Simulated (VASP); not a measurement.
# MgS in VASP: further runs

MgS is run at these levels: r2SCAN, HSE06; tasks: single point.

All numbers are computed with VASP 6.6.1; they aren't measurements. Logs are shortened: lines on timing, memory, paths and dates and some standing lists are left out, and cuts for length are marked.

**1. The cell of the first run**

It takes space group Immm (No. 71, orthorhombic). Conventional cell: a = 3.648 Å, b = 3.710 Å, c = 5.203 Å, α = 90.00°, β = 90.00°, γ = 90.00°. Within 3.4 Å of Mg (site symmetry mmm) lie 6 S at 2.60 Å. Within 3.4 Å of S (site symmetry mmm) lie 6 Mg at 2.60 Å.

**2. Single point, r2SCAN (shear xy strain +1.7%)**

File POSCAR:

```
MgS
1.0
    0.0219828249      2.6015177399      2.6015177399
    2.6015177399      0.0219828249      2.6015177399
    2.6235005648      2.6235005648      0.0000000000
Mg S
1 1
Direct
    0.0000000000      0.0000000000      0.0000000000
    0.5000000000      0.5000000000      0.5000000000
```

File INCAR.step1:

```
PREC = Accurate
ENCUT = 520
ISMEAR = 0
SIGMA = 0.01
LREAL = False
LASPH = True
NELM = 60
NBANDS = 11
GGA = PE
ALGO = Normal
EDIFF = 1E-4
LWAVE = True
LCHARG = False
```

File INCAR.step2:

```
PREC = Accurate
ENCUT = 520
EDIFF = 1E-7
ISMEAR = 0
SIGMA = 0.01
LREAL = False
LASPH = True
NELM = 60
ALGO = Normal
ISIF = 2
LWAVE = False
LCHARG = False
METAGGA = R2SCAN
LMIXTAU = True
NBANDS = 11
ISTART = 1
```

File KPOINTS:

```
regular mesh
0
Gamma
  8 8 8
```

Potentials or basis: VASP PAW PBE potentials, release 64 (Mg, S).

The run is started by

```
cat potpaw_PBE.64/Mg/POTCAR potpaw_PBE.64/S/POTCAR > POTCAR
cp INCAR.step1 INCAR
mpirun -np 1 vasp_std > vasp.out
cp INCAR.step2 INCAR
mpirun -np 1 vasp_std > vasp.out
```

OUTCAR:

```text
PREC = Accurate
   ENCUT = 520
   EDIFF = 1E-7
   ISMEAR = 0
   LREAL = False
   LASPH = True
   NELM = 60
   ISIF = 2
   METAGGA = R2SCAN
   ISTART = 1

 ion  position               nearest neighbor table
   1  0.000  0.000  0.000-   2 2.60   2 2.60   2 2.60   2 2.60   2 2.60   2 2.60
   2  0.500  0.500  0.500-   1 2.60   1 2.60   1 2.60   1 2.60   1 2.60   1 2.60

  LATTYP: Found a body centered orthorhombic cell.
 ALAT       =     3.6480132614
 B/A-ratio  =     1.0170440220
 C/A-ratio  =     1.4262655059

  Lattice vectors:

 A1 = (   2.6015177399,   0.0219828249,  -2.6015177399)
 A2 = (  -2.6015177399,  -0.0219828249,  -2.6015177399)
 A3 = (   0.0219828249,   2.6015177399,   2.6015177399)

Analysis of symmetry for initial positions (statically):
=====================================================================
 Subroutine PRICEL returns:
 Original cell was already a primitive cell.

 Routine SETGRP: Setting up the symmetry group for a
 body centered orthorhombic supercell.

 Subroutine GETGRP returns: Found  8 space group operations
 (whereof  8 operations were pure point group operations)
 out of a pool of  8 trial point group operations.

The static configuration has the point symmetry D_2h.

Analysis of symmetry for dynamics (positions and initial velocities):
=====================================================================
 Subroutine PRICEL returns:
 Original cell was already a primitive cell.

 Routine SETGRP: Setting up the symmetry group for a
 body centered orthorhombic supercell.

 Subroutine GETGRP returns: Found  8 space group operations
 (whereof  8 operations were pure point group operations)
 out of a pool of  8 trial point group operations.

The dynamic configuration has the point symmetry D_2h.

 Subroutine INISYM returns: Found  8 space group operations
 (whereof  8 operations are pure point group operations),
 and found     1 'primitive' translations

----------------------------------------------------------------------------------------

                                     Primitive cell

  volume of cell :      35.2111

  direct lattice vectors                    reciprocal lattice vectors
     0.021982825  2.601517740  2.601517740    -0.193833391  0.193833391  0.192195499
     2.601517740  0.021982825  2.601517740     0.193833391 -0.193833391  0.192195499
     2.623500565  2.623500565  0.000000000     0.190585055  0.190585055 -0.192195499

  length of vectors
     3.679167344  3.679167344  3.710190080     0.334786315  0.334786315  0.331035400

  position of ions in fractional coordinates (direct lattice)
[... 83 lines left out ...]
   IBRION =     -1    ionic relax: 0-MD 1-quasi-New 2-CG
   NFREE  =      0    steps in history (QN), initial steepest desc. (CG)
   ISIF   =      2    stress and relaxation
   ISYM   =      2    0-nonsym 1-usesym 2-fastsym
   POTIM  = 0.5000    time-step for ionic-motion
   TEBEG  =    0.0;   TEEND  =   0.0 temperature during run
   PSTRESS=    0.0 pullay stress
   NELECT =       8.0000    total number of electrons
   NUPDOWN=      -1.0000    fix difference up-down
   EMIN   =  10.00;   EMAX   =-10.00  energy-range for DOS
   EFERMI =   0.00;   METHOD = LEGACY
   ISMEAR =     0;   SIGMA  =   0.01  broadening in eV -4-tet -1-fermi 0-gaus
   EFERMI_NEDOS =   21; number of points for ismear=-14 and -15
   IALGO  =     38    algorithm
   IMIX   =      4    mixing-type and parameters
     AMIX     =   0.40;   BMIX     =  1.00
     AMIX_MAG =   1.60;   BMIX_MAG =  1.00
  volume/ion in A,a.u.               =      17.61       118.81
  Fermi-wavevector in a.u.,A,eV,Ry     =   0.998953  1.887747 13.577349  0.997907
  Thomas-Fermi vector in A             =   2.131211
   LORBIT       =      0    0 simple, 1 ext, 2 COOP (PROOUT), +10 PAW based schemes
   METAGGA = R2SCAN    functional components
   LHFCALC =     F    Hartree Fock is set to
   AEXX    =    0.0000 exact exchange contribution
   IVDW    =     0    specifies the selected vdW correction
   LEPSILON=     F    determine dielectric tensor
   LRPA    =     F    only Hartree local field effects (RPA)
 non-spin polarized calculation
 Gauss-broadening in eV      SIGMA  =   0.01
  energy-cutoff  :      520.00
  volume of cell :       35.21
 maximum number of plane-waves:       966
   NGX = 13   NGY = 13   NGZ = 13

 number of electron       8.0000000 magnetization

 Free energy of the ion-electron system (eV)
  ---------------------------------------------------
  ext. energy  EPLUGINS =         0.00000000
  ---------------------------------------------------
  free energy    TOTEN  =       -15.50863458 eV

  energy without entropy =      -15.50863458  energy(sigma->0) =      -15.50863458

 E-fermi :   3.6621     XC(G=0): -10.0910

 val. band max:        3.5764053581   @ k =   0.0000   0.0000   0.0000
 cond. band min:       6.9161405324   @ k =   0.5000   0.5000   0.0000
 fundamental gap:      3.3397351743
 Fermi energy:         3.6621185765

 k-point     1 :       0.0000    0.0000    0.0000
  band No.  band energies     occupation
      1      -9.6888      2.00000
      2       3.4163      2.00000
      3       3.4941      2.00000
      4       3.5764      2.00000
      5       8.1061      0.00000
      6      11.8825      0.00000
      7      12.0323      0.00000
      8      12.1727      0.00000
      9      14.4369      0.00000
     10      14.4411      0.00000
     11      17.0278      0.00000
[... 309 lines left out ...]
 k-point    24 :       0.2500    0.0000    0.1250
  band No.  band energies     occupation
      1      -9.1458      2.00000
      2       1.2285      2.00000
      3       2.8482      2.00000
      4       2.9172      2.00000
      5       9.7297      0.00000
      6      10.9405      0.00000
      7      11.5202      0.00000
      8      12.9115      0.00000
      9      14.0503      0.00000
     10      15.2270      0.00000
     11      17.8362      0.00000

 [... further k-points ...]
[... 5 lines left out ...]
  --------------------------------------------------------------------------------------
  -------------------------------------------------------------------------------------
  Total       -0.0992027     -0.0992027     -0.1050195     -0.2246626      0.0000000      0.0000000
  in kB       -4.5139292     -4.5139292     -4.7786065    -10.2226147      0.0000000      0.0000000
  external PRESSURE =      -4.6021550 kB  Pullay stress =       0.0000000 kB

 VOLUME and BASIS-vectors are now :
 -----------------------------------------------------------------------------
  energy-cutoff  :      520.00
  volume of cell :       35.21
      direct lattice vectors                 reciprocal lattice vectors
     0.021982825  2.601517740  2.601517740    -0.193833391  0.193833391  0.192195499
     2.601517740  0.021982825  2.601517740     0.193833391 -0.193833391  0.192195499
     2.623500565  2.623500565  0.000000000     0.190585055  0.190585055 -0.192195499

 POSITION                                       TOTAL-FORCE (eV/Angst)
 -----------------------------------------------------------------------------------
      0.00000      0.00000      0.00000         0.000000     -0.000000     -0.000000
      2.62350      2.62350      2.60152        -0.000000      0.000000      0.000000
 -----------------------------------------------------------------------------------
    total drift:                                0.000000      0.000000      0.000000

  FREE ENERGIE OF THE ION-ELECTRON SYSTEM (eV)
  ---------------------------------------------------
  free  energy   TOTEN  =       -15.5086345835 eV

  energy  without entropy=      -15.5086345835  energy(sigma->0) =      -15.50863458
```

OSZICAR.step1:

```text
N       E                     dE             d eps       ncg     rms          rms(c)
DAV:   1     0.221121836213E+02    0.22112E+02   -0.35720E+03  2162   0.592E+02
DAV:   2    -0.746151385452E+01   -0.29574E+02   -0.28155E+02  2667   0.101E+02
DAV:   3    -0.889686066942E+01   -0.14353E+01   -0.14327E+01  2595   0.232E+01
DAV:   4    -0.890588030780E+01   -0.90196E-02   -0.90188E-02  2522   0.218E+00
DAV:   5    -0.890595404436E+01   -0.73737E-04   -0.73736E-04  2592   0.195E-01    0.441E+00
DAV:   6    -0.854041462819E+01    0.36554E+00   -0.78791E-01  2417   0.350E+00    0.345E+00
DAV:   7    -0.850031421220E+01    0.40100E-01   -0.21948E-01  2511   0.203E+00    0.228E+00
DAV:   8    -0.850040741264E+01   -0.93200E-04   -0.15151E-02  2324   0.743E-01    0.101E+00
DAV:   9    -0.850009973478E+01    0.30768E-03   -0.83955E-04  2460   0.167E-01    0.355E-01
DAV:  10    -0.850011463233E+01   -0.14898E-04   -0.24073E-04  2148   0.714E-02
   1 F= -.85001146E+01 E0= -.85001146E+01  d E =-.731862E-52
```

Run time: 3.2 min. Hardware: 1 thread of Intel Xeon Platinum 8488C (Sapphire Rapids), shared host; peak memory 0.19 GiB.

What came out:

* Free energy: -15.5086 eV
* Pressure: -0.5 GPa
* Band gap on the k mesh: 3.34 eV (least direct gap 4.53 eV)

Levels at points of the mesh, in eV from the valence-band top:
```tsv
k point	band 1	band 2	band 3	band 4	band 5	band 6	band 7	band 8
(0.00, 0.00, 0.00)	-13.27	-0.16	-0.08	0.00	4.53	8.31	8.46	8.60
(0.50, 0.00, 0.00)	-11.91	-4.93	-0.77	-0.71	5.07	7.30	7.41	11.13
(0.50, 0.50, 0.00)	-11.55	-4.35	-1.92	-1.70	3.34	4.86	13.06	13.41
(0.00, 0.00, 0.50)	-11.96	-4.99	-0.70	-0.63	5.20	7.44	7.55	11.17
(0.50, 0.00, 0.50)	-11.55	-4.35	-1.81	-1.81	3.35	4.84	13.03	13.40
```

Caveat: the cell differs from its parent crystal (shear xy strain +1.7%); the PAW data sets were made with another functional, which shifts forces and pressure a little.

**3. Single point, HSE06**

File POSCAR:

```
MgS
1.0
    0.0000000000      2.6015177399      2.6015177399
    2.6015177399      0.0000000000      2.6015177399
    2.6015177399      2.6015177399      0.0000000000
Mg S
1 1
Direct
    0.0000000000      0.0000000000      0.0000000000
    0.5000000000      0.5000000000      0.5000000000
```

File INCAR.step1:

```
  PREC = Accurate
  ENCUT = 520
  EDIFF = 1E-5
  ISMEAR = 0
  SIGMA = 0.01
  LREAL = F
  LASPH = T
  NELM = 100
  ALGO = Normal
  ISIF = 2
  LWAVE = T
  LCHARG = F
  GGA = PE
  NBANDS = 11
```

File INCAR.step2:

```
  PREC = Accurate
  ENCUT = 520
  EDIFF = 1E-6
  ISMEAR = 0
  SIGMA = 0.01
  LREAL = F
  LASPH = T
  NELM = 100
  ALGO = Normal
  ISIF = 2
  LWAVE = F
  LCHARG = F
  GGA = PE
  LHFCALC = T
  HFSCREEN = 0.2079
  PRECFOCK = Normal
  ISTART = 1
  NBANDS = 11
```

File KPOINTS:

```
Automatic mesh
0
Gamma
  6 6 6
```

Potentials or basis: VASP PAW PBE potentials, release 64 (Mg, S).

The run is started by

```
cat potpaw_PBE.64/Mg/POTCAR potpaw_PBE.64/S/POTCAR > POTCAR
cp INCAR.step1 INCAR
mpirun -np 1 vasp_std > vasp.out
cp INCAR.step2 INCAR
mpirun -np 1 vasp_std > vasp.out
```

It took 20 min on 1 thread of Intel Xeon Platinum 8488C (Sapphire Rapids), shared host; peak memory 0.28 GiB.

It converged, with:

| Item | Value |
| --- | --- |
| Free energy | -9.8870 eV |
| Pressure | -0.7 GPa |
| Band gap on the k mesh | 3.75 eV (least direct gap 4.80 eV) |

Levels at points of the mesh, in eV from the valence-band top:
```
           k point  band 1  band 2  band 3  band 4  band 5  band 6  band 7  band 8  band 9
(0.00, 0.00, 0.00)  -13.96    0.00    0.00    0.00    4.80    9.10    9.10    9.10   11.69
(0.50, 0.00, 0.00)  -12.53   -5.27   -0.65   -0.65    5.55    8.05    8.05   11.59   13.52
(0.50, 0.50, 0.00)  -12.12   -4.60   -1.84   -1.84    3.75    5.34   13.52   14.34   14.92
```

Caveat: the PAW data sets were made with another functional, which shifts forces and pressure a little.
